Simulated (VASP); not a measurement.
A run of VASP 6.6.1 is set up as follows.

POSCAR

```
SnSe2
1.0
    0.0000000000      3.4455627440      3.4455627440
    3.4455627440      0.0000000000      3.4455627440
    3.4455627440      3.4455627440      0.0000000000
Sn Se
1 2
Direct
    0.0000000000      0.0000000000      0.0000000000
    0.2500000000      0.2500000000      0.2500000000
    0.7500000000      0.7500000000      0.7500000000
```

INCAR.step1

```
SYSTEM = SnSe2
PREC = Accurate
ENCUT = 600
ISMEAR = -1
SIGMA = 0.02
LREAL = .False.
LASPH = .True.
NELM = 60
GGA = PE
ALGO = Normal
EDIFF = 1E-4
LWAVE = .True.
LCHARG = .False.
```

The input INCAR.step2:

```
SYSTEM = SnSe2
PREC = Accurate
ENCUT = 600
EDIFF = 1E-7
ISMEAR = -1
SIGMA = 0.02
LREAL = .False.
LASPH = .True.
NELM = 60
ALGO = Normal
ISIF = 3
LWAVE = .False.
LCHARG = .False.
METAGGA = R2SCAN
LMIXTAU = .True.
IBRION = 2
NSW = 80
EDIFFG = -0.005
ISTART = 1
```

Contents of KPOINTS:

```
Automatic mesh
0
Gamma
  6 6 6
  0 0 0
```

Potentials or basis: VASP PAW PBE potentials, release 64 (Sn_d, Se).

Command:

```sh
$ cat potpaw_PBE.64/Sn_d/POTCAR potpaw_PBE.64/Se/POTCAR > POTCAR
$ cp INCAR.step1 INCAR
$ mpirun -np 1 vasp_std > vasp.out
$ cp INCAR.step2 INCAR
$ mpirun -np 1 vasp_std > vasp.out
```

(1) Predict the band gap on the k mesh.

(2) Predict the space group after relaxing (to 0.05 Å).

Answers

(1) zero (band 13 reaches 4.63 eV, above the bottom of band 14 at 2.80 eV).

(2) Fm-3m (No. 225).

Caveat: spin-orbit coupling is left out, which moves the levels of the heavy elements.
